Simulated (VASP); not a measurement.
A run of VASP 6.6.1 is set up as follows.

File INCAR:

```
SYSTEM = HfO2
PREC = Accurate ; ENCUT = 520
EDIFF = 1E-6 ; ISMEAR = 0
SIGMA = 0.05 ; LREAL = .False.
LASPH = .True. ; NELM = 60
ALGO = Normal ; ISIF = 2
LWAVE = .False. ; LCHARG = .False.
GGA = PE ; NBANDS = 31
```

KPOINTS

```
regular mesh
0
Gamma
  6 6 4
  0 0 0
```

Contents of POSCAR:

```
HfO2
1.0
    4.0771895717      0.0000000000      0.0000000000
    0.0000000000      3.6043047840      0.0000000000
    0.0000000000      0.0000000000      5.2639672632
Hf O
2 4
Direct
    0.5000000000      0.5000000000      0.5000000000
    0.0000000000      0.0000000000      0.0000000000
    0.0000000000      0.5000000000      0.6932520948
    0.5000000000      0.0000000000      0.8067479052
    0.5000000000      0.0000000000      0.3067479052
    0.0000000000      0.5000000000      0.1932520948
```

Potentials or basis: VASP PAW PBE potentials, release 64 (Hf_pv, O).

Launch:

```sh
$ cat potpaw_PBE.64/Hf_pv/POTCAR potpaw_PBE.64/O/POTCAR > POTCAR
$ mpirun -np 1 vasp_std > vasp.out
```

Question: Predict the pressure.

Answer: -22.9 GPa.

Question: Predict the largest force.

Answer: 1.643 eV/Å.

Question: What does it give for the band gap on the k mesh?

Answer: 3.73 eV (least direct gap 3.80 eV).

Stress tensor (GPa, compression positive):
```
-35.95   0.00   0.00
  0.00 -22.99   0.00
  0.00   0.00  -9.75
```

Caveat: the cell differs from its parent crystal (strain +0.1312 x Voigt [1, 0, 0, 0, 0, 0]); the cell stands under tension; spin-orbit coupling is left out, which moves the levels of the heavy elements; forces of over 1 eV/Å act on the atoms, so gaps and moduli don't describe the material at rest. A k mesh can miss the band edges.
